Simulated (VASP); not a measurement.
Wanted: the native input for a VASP 6.6.1 run.

```
Task                   : single point
Functional             : PBE
Potentials or basis    : VASP PAW PBE potentials, release 64 (Li_sv)
Cutoff                 : 520 eV
k mesh                 : 10 × 10 × 10
Occupations            : fermi-dirac, width 0.1 eV
Spin                   : no spin polarisation
Dipole correction      : no
Further INCAR settings : ALGO = Normal; EDIFF = 1e-07; NBANDS = 10
```

The structure of Li lies in POSCAR:

```
Li
1.0
    0.0000000000      3.0686155623      3.0686155623
    3.0686155623      0.0000000000      3.0686155623
    3.0686155623      3.0686155623      0.0000000000
Li
2
Direct
    0.1250000000      0.1250000000      0.1250000000
    0.8750000000      0.8750000000      0.8750000000
```

This cell differs from its parent crystal: volume scaled by 1.12.

These files were run (other wordings do the same):

INCAR

```
SYSTEM = Li
PREC = Accurate ; ENCUT = 520
EDIFF = 1E-7 ; ISMEAR = -1
SIGMA = 0.1 ; LREAL = .False.
LASPH = .True. ; NELM = 60
ALGO = Normal ; ISIF = 2
LWAVE = .False. ; LCHARG = .False.
GGA = PE ; NBANDS = 10
```

KPOINTS

```
regular mesh
0
Gamma
  10 10 10
  0 0 0
```

Potentials or basis: VASP PAW PBE potentials, release 64 (Li_sv).

The run is started by

```sh
$ cat potpaw_PBE.64/Li_sv/POTCAR > POTCAR
$ mpirun -np 1 vasp_std > vasp.out
```

Results of the run:

```yaml
Band_gap_on_the_k_mesh: zero (band 3 reaches 0.37 eV, above the bottom of band 4 at -0.56 eV)
```

Run time: 13 s on 1 thread of AMD EPYC 9R45 96-Core Processor (Zen 5), on a shared host, peak memory 0.14 GiB.
